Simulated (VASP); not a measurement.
# K3NaMg4F12 in VASP: a series of runs, part 2 of 2

VASP 6.6.1. Earlier steps stand in the parts before.

## Step 3: Single point, PBEsol

File INCAR:

```
SYSTEM = K3NaMg4F12
ALGO = Normal ; EDIFF = 1E-6
ENCUT = 520 ; GGA = PS
GGA_COMPAT = .False. ; ISIF = 2
ISMEAR = -1 ; ISYM = 0
LASPH = .True. ; LCHARG = .False.
LREAL = Auto ; LWAVE = .False.
NBANDS = 152 ; NELM = 120
PREC = Accurate ; SIGMA = 0.05
```

File KPOINTS:

```
Automatic mesh
0
Gamma
  1 1 1
  0.25 0.25 0.25
```

File POSCAR:

```
K3NaMg4F12
1.0
    7.9825440000      0.0000000000      0.0000000000
    0.0000000000      7.9825440000      0.0000000000
    0.0000000000      0.0000000000      7.9825440000
K Na Mg F
6 2 8 24
Direct
    0.9993950000      0.9998080000      0.0007440000
    0.9993450000      0.9999480000      0.5006580000
    0.9992460000      0.5006240000      0.0014850000
    0.4997700000      0.0000830000      0.0008670000
    0.4995280000      0.9996710000      0.5008100000
    0.4996720000      0.5006220000      0.0000690000
    0.0048060000      0.4999680000      0.5079690000
    0.5026310000      0.4954330000      0.4939020000
    0.2492680000      0.2519600000      0.2523170000
    0.2497890000      0.2518500000      0.7492730000
    0.2493460000      0.7487100000      0.2525260000
    0.2498310000      0.7486830000      0.7491370000
    0.7497830000      0.2519920000      0.2523230000
    0.7494470000      0.2520200000      0.7491240000
    0.7496200000      0.7485130000      0.2525100000
    0.7493180000      0.7485220000      0.7489570000
    0.2484840000      0.2518140000      0.0007790000
    0.2509310000      0.2549610000      0.5007900000
    0.2498970000      0.7488420000      0.0008120000
    0.2479880000      0.7464900000      0.5008430000
    0.7506980000      0.2503140000      0.0006940000
    0.7472020000      0.2563680000      0.5007110000
    0.7491580000      0.7501740000      0.0007670000
    0.7500620000      0.7449380000      0.5007420000
    0.9994970000      0.2532010000      0.2549710000
    0.9995840000      0.2554750000      0.7453490000
    0.9994390000      0.7478890000      0.2526320000
    0.9995580000      0.7455330000      0.7477380000
    0.4994600000      0.2543630000      0.2535650000
    0.4995100000      0.2520190000      0.7489950000
    0.4994550000      0.7468930000      0.2546620000
    0.4995000000      0.7490030000      0.7480640000
    0.2498460000      0.0004330000      0.2514020000
    0.2481570000      0.0004150000      0.7502790000
    0.2498680000      0.5003200000      0.2563360000
    0.2495340000      0.5003080000      0.7453200000
    0.7490830000      0.0004050000      0.2525360000
    0.7509940000      0.0003520000      0.7489010000
    0.7481150000      0.5002690000      0.2539510000
    0.7488190000      0.5002770000      0.7474540000
```

Potentials or basis: VASP PAW PBE potentials, release 64 (K_sv, Na_pv, Mg, F).

Launch:

```
> cat potpaw_PBE.64/K_sv/POTCAR potpaw_PBE.64/Na_pv/POTCAR potpaw_PBE.64/Mg/POTCAR potpaw_PBE.64/F/POTCAR > POTCAR
> mpirun -np 1 vasp_std > vasp.out
```

OUTCAR:

```text
SYSTEM = K3NaMg4F12
   EDIFF = 1E-6
   ENCUT = 520
   GGA = PS
   ISIF = 2
   ISMEAR = -1
   ISYM = 0
   LASPH = .True.
   LREAL = Auto
   NELM = 120
   PREC = Accurate

 ion  position               nearest neighbor table
   1  0.999  1.000  0.001-  21 2.82  34 2.82  23 2.82  38 2.82  17 2.83  33 2.83  19 2.83  37 2.83
                            27 2.84  11 3.47  15 3.47  16 3.47  12 3.47  13 3.47   9 3.47  14 3.47
   2  0.999  1.000  0.501-  38 2.80  37 2.81  34 2.81  25 2.82  33 2.82  27 2.82  26 2.82  28 2.83
                            20 2.83  24 2.85  15 3.45  11 3.45  16 3.46  13 3.46  12 3.46   9 3.46
   3  0.999  0.501  0.001-  17 2.81  27 2.81  28 2.82  21 2.82  19 2.82  23 2.82  25 2.83  26 2.83
                            39 2.84  40 2.85  35 2.85  15 3.45  13 3.45  11 3.45   9 3.45  16 3.46
   4  0.500  0.000  0.001-  23 2.82  33 2.82  37 2.83  19 2.83  21 2.83  34 2.83  17 2.84  38 2.84
                            30 2.84  32 2.84  16 3.47  15 3.47  12 3.47  10 3.47  14 3.47  13 3.47
   5  0.500  1.000  0.501-  37 2.81  32 2.81  31 2.82  33 2.82  38 2.82  30 2.83  34 2.83  29 2.83
                            18 2.84  22 2.85  20 2.85  24 2.85  12 3.45  16 3.45  11 3.45  15 3.45
   6  0.500  0.501  0.000-  19 2.81  23 2.82  30 2.82  29 2.82  17 2.82  32 2.82  31 2.83  21 2.83
[... 257 lines left out ...]
      6     -27.2509      2.00000
[... 553 lines left out ...]
    137       8.8443      0.00000
    138       8.8724      0.00000
 [bands above 138 left out]

------------------------ aborting loop because EDIFF is reached ----------------------------------------

  FORCE on cell =-STRESS in cart. coord.  units (eV):
  Direction    XX          YY          ZZ          XY          YZ          ZX
  --------------------------------------------------------------------------------------
  -------------------------------------------------------------------------------------
  Total       -4.9689317     -4.9184527     -4.8864902     -0.0133813      0.0035646     -0.0008675
  in kB      -15.6512723    -15.4922722    -15.3915960     -0.0421488      0.0112279     -0.0027325
  external PRESSURE =     -15.5117135 kB  Pullay stress =       0.0000000 kB

 VOLUME and BASIS-vectors are now :
 -----------------------------------------------------------------------------
  energy-cutoff  :      520.00
  volume of cell :      508.66
      direct lattice vectors                 reciprocal lattice vectors
     7.982544000  0.000000000  0.000000000     0.125273346  0.000000000  0.000000000
     0.000000000  7.982544000  0.000000000     0.000000000  0.125273346  0.000000000
     0.000000000  0.000000000  7.982544000     0.000000000  0.000000000  0.125273346

 POSITION                                       TOTAL-FORCE (eV/Angst)
 -----------------------------------------------------------------------------------
      7.97771      7.98101      0.00594        -0.001271      0.002562      0.003473
      7.97732      7.98213      3.99652        -0.001223      0.001924      0.003371
      7.97653      3.99625      0.01185         0.000162     -0.001699      0.002200
      3.98944      0.00066      0.00692        -0.003486      0.002507      0.004646
      3.98750      7.97992      3.99774        -0.002158      0.000854      0.004157
      3.98865      3.99624      0.00055        -0.004070      0.001187      0.000490
[... 32 lines left out ...]
      5.97186      3.99342      2.02718        -0.004541     -0.002496      0.004204
      5.97748      3.99348      5.96658         0.000446     -0.000739     -0.003468
 -----------------------------------------------------------------------------------
    total drift:                               -0.028496     -0.000512      0.017247

  FREE ENERGIE OF THE ION-ELECTRON SYSTEM (eV)
  ---------------------------------------------------
  free  energy   TOTEN  =      -201.5641943899 eV

  energy  without entropy=     -201.5641943899  energy(sigma->0) =     -201.56419439
```

stdout:

```text
POSCAR found type information on POSCAR K NaMgF
 POSCAR found :  4 types and      40 ions
 scaLAPACK will be used
 -----------------------------------------------------------------------------
|                                                                             |
|                                                                             |
|     You enforced a specific xc type in the INCAR file but a different       |
|     I HOPE YOU KNOW WHAT YOU ARE DOING!                                     |
|                                                                             |
 -----------------------------------------------------------------------------

 LDA part: xc-table for (Slater+PW92), standard interpolation
 POSCAR, INCAR and KPOINTS ok, starting setup
 FFT: planning ... GRIDC
 FFT: planning ... GRID_SOFT
 FFT: planning ... GRID
 WAVECAR not read
 entering main loop
```

It took 7.5 min on 1 thread of Intel Xeon Platinum 8259CL at 2.50GHz (Skylake/Cascade Lake), shared host; peak memory 0.6 GiB.

What came out:

* Free energy: -201.5642 eV
* Pressure: -1.6 GPa
* Largest force: 0.009 eV/Å
* Band gap on the k mesh: 7.47 eV

Forces on the atoms (eV/Å):
```
K   -0.001  0.003  0.003
K   -0.001  0.002  0.003
K    0.000 -0.002  0.002
K   -0.003  0.003  0.005
K   -0.002  0.001  0.004
K   -0.004  0.001  0.000
Na   0.004  0.003 -0.001
Na   0.007  0.002 -0.001
Mg   0.001  0.004  0.007
Mg   0.002  0.005 -0.007
Mg   0.003 -0.007  0.005
Mg   0.004  0.000 -0.005
Mg   0.003  0.004  0.003
Mg  -0.001  0.000 -0.006
Mg   0.004 -0.002  0.005
Mg   0.000 -0.002 -0.003
F    0.004 -0.002 -0.002
F   -0.001  0.004  0.000
F   -0.001 -0.003  0.001
F   -0.002 -0.004 -0.001
F   -0.001  0.001  0.002
F   -0.002  0.002  0.002
F    0.000  0.000 -0.001
F   -0.002 -0.005  0.001
F   -0.004  0.002  0.000
F    0.000 -0.001 -0.002
F    0.004 -0.004  0.002
F    0.000  0.000 -0.007
F   -0.004 -0.003  0.001
F    0.001  0.000 -0.001
F   -0.006 -0.002 -0.001
F   -0.002 -0.002  0.000
F    0.002  0.002  0.002
F    0.002 -0.002 -0.001
F    0.001  0.002  0.002
F   -0.006 -0.001 -0.004
F    0.000 -0.001 -0.006
F    0.003  0.005 -0.002
F   -0.005 -0.002  0.004
F    0.000 -0.001 -0.003
```

Caveat: the k points lie up to 0.79 Å⁻¹ apart; the PAW data sets were made with another functional, which shifts forces and pressure a little.
